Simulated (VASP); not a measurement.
PbO2: electric field gradients with PBE

PbO2:

```
CELL_PARAMETERS angstrom
0.00000 5.95100 5.49700
4.94700 0.00000 5.49700
4.94700 5.95100 0.00000
ATOMIC_POSITIONS crystal
Pb 0.21543 0.03457 0.96543
Pb 0.71543 0.53457 0.46543
Pb 0.28457 0.46543 0.03457
Pb 0.78457 0.96543 0.53457
Pb 0.78457 0.96543 0.03457
Pb 0.28457 0.46543 0.53457
Pb 0.21543 0.03457 0.46543
Pb 0.71543 0.53457 0.96543
O 0.29127 0.14118 0.11965
O 0.79127 0.64118 0.61965
O 0.39118 0.54127 0.69789
O 0.89118 0.04127 0.19789
O 0.94789 0.61965 0.14118
O 0.44789 0.11965 0.64118
O 0.86965 0.19789 0.54127
O 0.36965 0.69789 0.04127
O 0.20873 0.35882 0.38035
O 0.70873 0.85882 0.88035
O 0.10882 0.95873 0.80211
O 0.60882 0.45873 0.30211
O 0.55211 0.88035 0.35882
O 0.05211 0.38035 0.85882
O 0.63035 0.30211 0.95873
O 0.13035 0.80211 0.45873
```

- Program: VASP 6.6.1
- Task: electric field gradients
- Functional: PBE
- Potentials or basis: VASP PAW PBE potentials, release 64 (Pb_d, O)
- Cutoff: 520 eV
- k mesh: 4 × 4 × 4
- Occupations: fermi-dirac, width 0.05 eV
- Spin: no spin polarisation
- Dipole correction: no
- Further INCAR settings: LREAL = Auto; ALGO = Normal; EDIFF = 1e-08; NBANDS = 122

```
Pressure                                : 8.2 GPa
Largest force                           : 0.016 eV/Å
Band gap on the k mesh                  : 0.06 eV
Largest electric field gradient by atom : Pb -76.1; O -114.8 V/Å²
```

Forces on the atoms (eV/Å):
```
Pb   0.000  0.011  0.000
Pb   0.000  0.011  0.000
Pb   0.000 -0.011  0.000
Pb   0.000 -0.011  0.000
Pb   0.000 -0.011  0.000
Pb   0.000 -0.011  0.000
Pb   0.000  0.011  0.000
Pb   0.000  0.011  0.000
O   -0.009  0.011 -0.007
O   -0.009  0.011 -0.007
O    0.009 -0.011 -0.007
O    0.009 -0.011 -0.007
O   -0.009 -0.011  0.007
O   -0.009 -0.011  0.007
O    0.009  0.011  0.007
O    0.009  0.011  0.007
O    0.009 -0.011  0.007
O    0.009 -0.011  0.007
O   -0.009  0.011  0.007
O   -0.009  0.011  0.007
O    0.009  0.011 -0.007
O    0.009  0.011 -0.007
O   -0.009 -0.011 -0.007
O   -0.009 -0.011 -0.007
```

Stress tensor (GPa, compression positive):
```
9.63 0.00 0.00
0.00 7.39 0.00
0.00 0.00 7.68
```

Levels at points of the mesh, in eV from the valence-band top:
| k point | band 100 | band 101 | band 102 | band 103 | band 104 | band 105 | band 106 | band 107 | band 108 | band 109 |
| --- | --- | --- | --- | --- | --- | --- | --- | --- | --- | --- |
| (0.00, 0.00, 0.00) | -0.23 | -0.21 | -0.20 | -0.14 | -0.07 | 0.06 | 3.35 | 3.35 | 3.35 | 3.35 |
| (0.50, 0.00, 0.00) | -0.21 | -0.08 | -0.08 | -0.03 | -0.03 | 2.01 | 2.01 | 3.26 | 3.26 | 3.72 |
| (0.50, 0.50, 0.00) | -0.20 | -0.17 | -0.17 | -0.06 | -0.06 | 2.42 | 2.42 | 2.99 | 2.99 | 3.91 |
| (0.50, 0.00, 0.50) | -0.15 | -0.15 | -0.15 | -0.01 | -0.01 | 2.21 | 2.21 | 2.96 | 2.96 | 2.96 |
| (0.00, 0.50, 0.50) | -0.18 | -0.18 | -0.18 | -0.06 | -0.06 | 2.52 | 2.52 | 3.37 | 3.37 | 3.42 |

Electric field gradients, principal values (V/Å²):
| atom | least | middle | greatest (by size) |
| --- | --- | --- | --- |
| 1 Pb | 33.421 | 42.694 | -76.115 |
| 2 Pb | 33.421 | 42.694 | -76.115 |
| 3 Pb | 33.420 | 42.694 | -76.114 |
| 4 Pb | 33.420 | 42.694 | -76.114 |
| 5 Pb | 33.421 | 42.694 | -76.115 |
| 6 Pb | 33.421 | 42.694 | -76.115 |
| 7 Pb | 33.420 | 42.694 | -76.114 |
| 8 Pb | 33.420 | 42.694 | -76.114 |
| 9 O | 31.168 | 83.646 | -114.814 |
| 10 O | 31.168 | 83.646 | -114.814 |
| 11 O | 31.172 | 83.641 | -114.813 |
| 12 O | 31.172 | 83.641 | -114.813 |
| 13 O | 31.169 | 83.644 | -114.812 |
| 14 O | 31.169 | 83.644 | -114.812 |
| 15 O | 31.171 | 83.642 | -114.813 |
| 16 O | 31.171 | 83.642 | -114.813 |
| 17 O | 31.168 | 83.646 | -114.814 |
| 18 O | 31.168 | 83.646 | -114.814 |
| 19 O | 31.172 | 83.641 | -114.813 |
| 20 O | 31.172 | 83.641 | -114.813 |
| 21 O | 31.169 | 83.644 | -114.812 |
| 22 O | 31.169 | 83.644 | -114.812 |
| 23 O | 31.171 | 83.642 | -114.813 |
| 24 O | 31.171 | 83.642 | -114.813 |

Wall time 8.7 min on 4 MPI ranks on Intel(R) Xeon(R) Platinum 8259CL CPU @ 2.50GHz (Skylake/Cascade Lake) (shared host), peak memory 0.74 GiB a rank.

Caveat: the cell stands under pressure; the smearing spreads over this small gap; without QUAD_EFG the Cq values of the log hold for a quadrupole moment of 1 mb, not for the nuclei; spin-orbit coupling is left out, which moves the levels of the heavy elements. A k mesh can miss the band edges.
